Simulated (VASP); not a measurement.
# ScSi2 (P6/mmm) in VASP: a series of runs

The runs below take ScSi2 through relaxation of cell and atoms, relaxation of shape and atoms at fixed volume, with PBE.

Program: VASP 6.6.1. These are calculated values, not measurements. Logs are shortened: lines on timing, memory, paths and dates and some standing lists are left out, and cuts for length are marked.

## (1) The cell of the first run

The structure is hexagonal, space group P6/mmm (No. 191). The conventional cell has a = 3.643 Å, b = 3.643 Å, c = 3.945 Å, α = 90.00°, β = 90.00°, γ = 120.00°. Sc (site symmetry 6/mmm) has 12 Si at 2.88 Å and 8 Sc at 3.64 to 3.94 Å within 4.0 Å. Si (site symmetry -6m2) has 3 Si at 2.10 Å and 6 Sc at 2.88 Å within 2.9 Å.

## (2) Relaxation of cell and atoms, PBE

INCAR

```
SYSTEM = ScSi2
ALGO = Normal ; EDIFF = 1E-6
EDIFFG = -0.01 ; ENCUT = 600
GGA = PE ; IBRION = 2
ISIF = 3 ; ISMEAR = 0
LASPH = .TRUE. ; LCHARG = .FALSE.
LREAL = .FALSE. ; LWAVE = .FALSE.
NELM = 100 ; NSW = 80
PREC = Accurate ; SIGMA = 0.05
```

KPOINTS

```
k-points
0
G
  10 10 8
  0 0 0
```

POSCAR

```
ScSi2
1.0
    3.6432348173      0.0000000000      0.0000000000
   -1.8216174086      3.1551339037      0.0000000000
    0.0000000000      0.0000000000      3.9447564475
Sc Si
1 2
Direct
    0.0000000000      0.0000000000      0.0000000000
    0.3333333333      0.6666666667      0.5000000000
    0.6666666667      0.3333333333      0.5000000000
```

Potentials or basis: VASP PAW PBE potentials, release 64 (Sc_sv, Si).

Launch:

```console
$ cat potpaw_PBE.64/Sc_sv/POTCAR potpaw_PBE.64/Si/POTCAR > POTCAR
$ mpirun -np 1 vasp_std > vasp.out
```

OUTCAR:

```text
SYSTEM = ScSi2
   EDIFF = 1E-6
   EDIFFG = -0.01
   ENCUT = 600
   GGA = PE
   IBRION = 2
   ISIF = 3
   ISMEAR = 0
   LASPH = .TRUE.
   LREAL = .FALSE.
   NELM = 100
   NSW = 80
   PREC = Accurate

 ion  position               nearest neighbor table
   1  0.000  0.000  0.000-   2 2.88   3 2.88   2 2.88   3 2.88   2 2.88   2 2.88   3 2.88   3 2.88
                             3 2.88   3 2.88   2 2.88   2 2.88
   2  0.333  0.667  0.500-   3 2.10   3 2.10   3 2.10   1 2.88   1 2.88   1 2.88   1 2.88   1 2.88
                             1 2.88
   3  0.667  0.333  0.500-   2 2.10   2 2.10   2 2.10   1 2.88   1 2.88   1 2.88   1 2.88   1 2.88
                             1 2.88

  LATTYP: Found a hexagonal cell.
 ALAT       =     3.6432348173
 C/A-ratio  =     1.0827620632

  Lattice vectors:

 A1 = (   3.6432348173,   0.0000000000,   0.0000000000)
 A2 = (  -1.8216174086,   3.1551339037,   0.0000000000)
 A3 = (   0.0000000000,   0.0000000000,   3.9447564475)

Analysis of symmetry for initial positions (statically):
=====================================================================
 Subroutine PRICEL returns:
 Original cell was already a primitive cell.

 Routine SETGRP: Setting up the symmetry group for a
 hexagonal supercell.

 Subroutine GETGRP returns: Found 24 space group operations
 (whereof 24 operations were pure point group operations)
 out of a pool of 24 trial point group operations.

The static configuration has the point symmetry D_6h.

Analysis of symmetry for dynamics (positions and initial velocities):
=====================================================================
 Subroutine PRICEL returns:
 Original cell was already a primitive cell.

 Routine SETGRP: Setting up the symmetry group for a
 hexagonal supercell.

 Subroutine GETGRP returns: Found 24 space group operations
 (whereof 24 operations were pure point group operations)
 out of a pool of 24 trial point group operations.

The dynamic configuration has the point symmetry D_6h.

 Subroutine INISYM returns: Found 24 space group operations
 (whereof 24 operations are pure point group operations),
 and found     1 'primitive' translations

----------------------------------------------------------------------------------------

                                     Primitive cell

  volume of cell :      45.3446

  direct lattice vectors                    reciprocal lattice vectors
     3.643234817  0.000000000  0.000000000     0.274481347  0.158471880  0.000000000
    -1.821617409  3.155133904  0.000000000     0.000000000  0.316943759  0.000000000
     0.000000000  0.000000000  3.944756448     0.000000000  0.000000000  0.253501075

  length of vectors
     3.643234817  3.643234817  3.944756448     0.316943759  0.316943759  0.253501075

  position of ions in fractional coordinates (direct lattice)
     0.000000000  0.000000000  0.000000000
     0.333333333  0.666666667  0.500000000
     0.666666667  0.333333333  0.500000000

  ion indices of the primitive-cell ions
   primitive index   ion index
                 1           1
                 2           2
                 3           3

----------------------------------------------------------------------------------------

 KPOINTS: k-points

Automatic generation of k-mesh.
 Grid dimensions read from file:
 generate k-points for:   10   10    8

 Generating k-lattice:

  Cartesian coordinates                     Fractional coordinates (reciprocal lattice)
     0.027448135  0.015847188  0.000000000     0.100000000  0.000000000  0.000000000
     0.000000000  0.031694376  0.000000000     0.000000000  0.100000000  0.000000000
     0.000000000  0.000000000  0.031687634     0.000000000  0.000000000  0.125000000

  Length of vectors
     0.031694376  0.031694376  0.031687634

  Shift w.r.t. Gamma in fractional coordinates (k-lattice)
     0.000000000  0.000000000  0.000000000

 Subroutine IBZKPT returns following result:
 ===========================================

 Found     70 irreducible k-points:

 Following reciprocal coordinates:
            Coordinates               Weight
  0.000000  0.000000  0.000000      1.000000
  0.100000 -0.000000  0.000000      6.000000
  0.200000 -0.000000  0.000000      6.000000
  0.300000 -0.000000  0.000000      6.000000
  0.400000  0.000000  0.000000      6.000000
  0.500000  0.000000  0.000000      3.000000
[... 16 lines left out ...]
  0.300000  0.100000  0.125000     24.000000
  0.400000  0.100000  0.125000     24.000000
 [... further k-points ...]
   k-points           NKPTS =     70   k-points in BZ     NKDIM =     70   number of bands    NBANDS=     13
   number of dos      NEDOS =    301   number of ions     NIONS =      3
   total plane-waves  NPLWV =  28800
   dimension x,y,z NGX =    30 NGY =   30 NGZ =   32
   dimension x,y,z NGXF=    60 NGYF=   60 NGZF=   64
   ions per type =               1   2
   NGX,Y,Z   is equivalent  to a cutoff of  13.69, 13.69, 13.49 a.u.
   NGXF,Y,Z  is equivalent  to a cutoff of  27.38, 27.38, 26.97 a.u.
 SYSTEM =  ScSi2
   PREC   = accura    normal or accurate (medium, high low for compatibility)
   ISTART =      0    job   : 0-new  1-cont  2-samecut
   ICHARG =      2    charge: 1-file 2-atom 10-const
   ISPIN  =      1    spin polarized calculation?
   LNONCOLLINEAR =      F non collinear calculations
   LSORBIT =      F    spin-orbit coupling
   LASPH  =      T    aspherical Exc in radial PAW
   ENCUT  =  600.0 eV  44.10 Ry    6.64 a.u.   7.28  7.28  7.88*2*pi/ulx,y,z
   NELM   =    100;   NELMIN=  2; NELMDL= -5     # of ELM steps
   EDIFF  = 0.1E-05   stopping-criterion for ELM
   LREAL  =      F    real-space projection
   EDIFFG = -.1E-01   stopping-criterion for IOM
   NSW    =     80    number of steps for IOM
   IBRION =      2    ionic relax: 0-MD 1-quasi-New 2-CG
   NFREE  =      1    steps in history (QN), initial steepest desc. (CG)
   ISIF   =      3    stress and relaxation
   ISYM   =      2    0-nonsym 1-usesym 2-fastsym
   POTIM  = 0.5000    time-step for ionic-motion
   TEBEG  =    0.0;   TEEND  =   0.0 temperature during run
   PSTRESS=    0.0 pullay stress
   NELECT =      19.0000    total number of electrons
   NUPDOWN=      -1.0000    fix difference up-down
   EMIN   =  10.00;   EMAX   =-10.00  energy-range for DOS
   EFERMI =   0.00;   METHOD = LEGACY
   ISMEAR =     0;   SIGMA  =   0.05  broadening in eV -4-tet -1-fermi 0-gaus
   EFERMI_NEDOS =   21; number of points for ismear=-14 and -15
   IALGO  =     38    algorithm
   IMIX   =      4    mixing-type and parameters
     AMIX     =   0.40;   BMIX     =  1.00
     AMIX_MAG =   1.60;   BMIX_MAG =  1.00
  volume/ion in A,a.u.               =      15.11       102.00
  Fermi-wavevector in a.u.,A,eV,Ry     =   1.225042  2.314994 20.418643  1.500728
  Thomas-Fermi vector in A             =   2.360094
   LORBIT       =      0    0 simple, 1 ext, 2 COOP (PROOUT), +10 PAW based schemes
   GGA     = PE    functional components
   LHFCALC =     F    Hartree Fock is set to
   AEXX    =    0.0000 exact exchange contribution
   IVDW    =     0    specifies the selected vdW correction
   LEPSILON=     F    determine dielectric tensor
   LRPA    =     F    only Hartree local field effects (RPA)
 conjugate gradient relaxation of ions
 non-spin polarized calculation
 Gauss-broadening in eV      SIGMA  =   0.05
  energy-cutoff  :      600.00
  volume of cell :       45.34
 maximum number of plane-waves:      1545
 NGX is ok and might be reduce to    30
   NGX = 15   NGY = 15   NGZ = 15

--------------------------------------- Ionic step        1  -------------------------------------------

 number of electron      18.9999999 magnetization

 Free energy of the ion-electron system (eV)
  ---------------------------------------------------
  ext. energy  EPLUGINS =         0.00000000
  ---------------------------------------------------
  free energy    TOTEN  =       -17.24625220 eV

  energy without entropy =      -17.24359877  energy(sigma->0) =      -17.24492549

------------------------ aborting loop because EDIFF is reached ----------------------------------------

  FORCE on cell =-STRESS in cart. coord.  units (eV):
  Direction    XX          YY          ZZ          XY          YZ          ZX
  --------------------------------------------------------------------------------------
  -------------------------------------------------------------------------------------
  Total       10.8353261     10.8353261     -0.3429365      0.0000000      0.0000000     -0.0000000
  in kB      382.8489103    382.8489103    -12.1171116      0.0000000      0.0000000     -0.0000000
  external PRESSURE =     251.1935696 kB  Pullay stress =       0.0000000 kB
[... 24 lines left out ...]
--------------------------------------- Ionic step        2  -------------------------------------------

 number of electron      18.9999997 magnetization

 E-fermi :   5.9234     XC(G=0):  -9.9288

 val. band max:        5.9233935063   @ k =   0.1000  -0.0000   0.5000
 cond. band min:       5.9507437514   @ k =   0.2000   0.1000   0.2500
 fundamental gap:      0.0273502451
 Fermi energy:         5.9234100889

 k-point     1 :       0.0000    0.0000    0.0000
  band No.  band energies     occupation
      1     -44.4678      2.00000
      2     -23.0790      2.00000
      3     -23.0790      2.00000
      4     -23.0261      2.00000
      5      -5.3934      2.00000
      6       2.9559      2.00000
      7       2.9559      2.00000
      8       4.0798      2.00000
      9       4.3244      2.00000
     10       5.2438      2.00000
     11       6.7248      0.00000
     12       6.7248      0.00000
     13       7.2522      0.00000
[... 435 lines left out ...]
  FREE ENERGIE OF THE ION-ELECTRON SYSTEM (eV)
  ---------------------------------------------------
  free  energy   TOTEN  =       -18.0993795296 eV

  energy  without entropy=      -18.0970439481  energy(sigma->0) =      -18.09821174

[... ionic steps 4 to 8 ...]

--------------------------------------- Ionic step        9  -------------------------------------------

 number of electron      18.9999998 magnetization

------------------------ aborting loop because EDIFF is reached ----------------------------------------
[... 69 lines left out ...]
--------------------------------------- Ionic step       11  -------------------------------------------

 number of electron      18.9999998 magnetization

 Free energy of the ion-electron system (eV)
  ---------------------------------------------------
  ext. energy  EPLUGINS =         0.00000000
  ---------------------------------------------------
  free energy    TOTEN  =       -18.21272857 eV

  energy without entropy =      -18.21004515  energy(sigma->0) =      -18.21138686

 E-fermi :   7.7697     XC(G=0): -10.7301

 val. band max:        7.7639897328   @ k =   0.1000   0.1000   0.5000
 cond. band min:       7.7848683443   @ k =   0.0000   0.0000   0.1250
 fundamental gap:      0.0208786115
 Fermi energy:         7.7697108859

 k-point     1 :       0.0000    0.0000    0.0000
  band No.  band energies     occupation
      1     -42.0616      2.00000
      2     -20.7188      2.00000
      3     -20.7188      2.00000
      4     -20.6451      2.00000
      5      -4.7241      2.00000
      6       4.1705      2.00000
      7       4.1705      2.00000
      8       6.2092      2.00000
      9       6.5245      2.00000
     10       6.6534      2.00000
     11       8.4408      0.00000
     12       8.4408      0.00000
     13       9.4418      0.00000
[... 398 lines left out ...]
  FREE ENERGIE OF THE ION-ELECTRON SYSTEM (eV)
  ---------------------------------------------------
  free  energy   TOTEN  =       -18.2127285743 eV

  energy  without entropy=      -18.2100451463  energy(sigma->0) =      -18.21138686

 reached required accuracy - stopping structural energy minimisation
```

Run time: 2.6 min. Hardware: 1 thread of AMD EPYC 9R45 (Zen 5), shared host; peak memory 0.19 GiB.

What came out:

* Free energy: -18.2127 eV
* Relaxed volume: 17.07 Å³/atom
* Relaxed cell: a = 4.041 Å, b = 4.041 Å, c = 3.622 Å, α = 90.00°, β = 90.00°, γ = 120.00°
* Space group after relaxing (to 0.1 Å): P6/mmm (No. 191)
* Energy gained by relaxing: 322.2 meV/atom
* Ionic steps: 11
* Pressure after relaxing: 0.0 GPa
* Band gap on the k mesh: zero (an odd number of electrons rules out a gap without spin polarisation)

Step by step:
| step | energy change (eV) | largest force (eV/Å) | pressure (GPa) | volume (Å³) |
| --- | --- | --- | --- | --- |
| 1 | 0.0000 | 0.0000 | 25.12 | 45.34 |
| 2 | -0.5000 | 0.0000 | -11.56 | 62.18 |
| 3 | -0.8531 | 0.0000 | -3.03 | 54.10 |
| 4 | -0.8532 | 0.0000 | -2.71 | 53.92 |
| 5 | -0.9360 | 0.0000 | -0.92 | 52.21 |
| 6 | -0.9621 | 0.0000 | 1.61 | 50.36 |
| 7 | -0.9628 | 0.0000 | 1.28 | 50.63 |
| 8 | -0.9656 | 0.0000 | -0.52 | 51.47 |
| 9 | -0.9665 | 0.0000 | 0.06 | 51.19 |
| 10 | -0.9665 | 0.0000 | 0.06 | 51.21 |
| 11 | -0.9665 | 0.0000 | 0.00 | 51.22 |

Final structure:
```yaml
crystal:
  lattice:
    - [4.04114, 0.00000, 0.00000]
    - [-2.02057, 3.49973, 0.00000]
    - [0.00000, 0.00000, 3.62173]
  atoms:
    - { symbol: Sc, position: [0.00000, 0.00000, 0.00000] }
    - { symbol: Si, position: [0.33333, 0.66667, 0.50000] }
    - { symbol: Si, position: [0.66667, 0.33333, 0.50000] }
```

Caveat: an odd number of electrons without spin polarisation forces a metal; a magnetic or distorted state may lie lower.

## (3) Relaxation of shape and atoms at fixed volume, PBE (16.11 Å³/atom)

This run uses another cell than the first one, of 16.11 Å³/atom.

INCAR

```
SYSTEM = ScSi2
PREC = Accurate ; ENCUT = 600
EDIFF = 1E-6 ; ISMEAR = 0
SIGMA = 0.05 ; LREAL = .False.
LASPH = .True. ; NELM = 80
ALGO = Normal ; ISIF = 4
LWAVE = .False. ; LCHARG = .False.
GGA = PE ; IBRION = 2
NSW = 60 ; EDIFFG = -0.01
```

KPOINTS

```
regular mesh
0
Gamma
  10 10 10
  0 0 0
```

POSCAR

```
ScSi2
1.0
    3.9755398171      0.0000000000      0.0000000000
   -1.9877699086      3.4429184753      0.0000000000
    0.0000000000      0.0000000000      3.5319259985
Sc Si
1 2
Direct
    0.0000000000      0.0000000000      0.0000000000
    0.3333333333      0.6666666667      0.5000000000
    0.6666666667      0.3333333333      0.5000000000
```

Potentials or basis: VASP PAW PBE potentials, release 64 (Sc_sv, Si).

Launch:

```console
$ cat potpaw_PBE.64/Sc_sv/POTCAR potpaw_PBE.64/Si/POTCAR > POTCAR
$ mpirun -np 1 vasp_std > vasp.out
```

Wall time 60 s (1 thread of AMD EPYC 9R45 (Zen 5), shared host); peak memory 0.19 GiB.

Results (log left out):

| Item | Value |
| --- | --- |
| Free energy | -18.1685 eV |
| Energy gained by relaxing | 0.1 meV/atom |
| Ionic steps | 3 |
| Pressure after relaxing | 5.7 GPa |
| Band gap on the k mesh | zero (an odd number of electrons rules out a gap without spin polarisation) |

Step by step:
```tsv
step	energy change (eV)	largest force (eV/Å)	pressure (GPa)	volume (Å³)
1	0.0000	0.0000	5.83	48.34
2	-0.0002	0.0000	5.76	48.34
3	-0.0003	0.0000	5.70	48.34
```

Final structure:
```
Sc Si
1.0
     3.98216    0.00000    0.00000
    -1.99108    3.44865    0.00000
     0.00000    0.00000    3.52020
Sc Si
1 2
Direct
  0.00000 0.00000 0.00000
  0.33333 0.66667 0.50000
  0.66667 0.33333 0.50000
```

Levels at points of the mesh, in eV from the Fermi level:
```csv
k point,band 7,band 8,band 9,band 10,band 11,band 12
"(0.00, 0.00, 0.00)",-3.77,-1.37,-1.21,-1.10,0.67,0.67
"(0.50, 0.00, 0.00)",-4.37,-2.84,-1.50,1.33,1.69,1.99
"(0.00, 0.00, 0.50)",-2.40,-2.40,-1.46,-1.46,0.18,0.18
"(0.50, 0.00, 0.50)",-4.60,-4.20,-3.70,-0.28,2.20,2.44
```

Caveat: an odd number of electrons without spin polarisation forces a metal; a magnetic or distorted state may lie lower.

The gap in the log of VASP goes by the Fermi energy; the results here count the filled bands.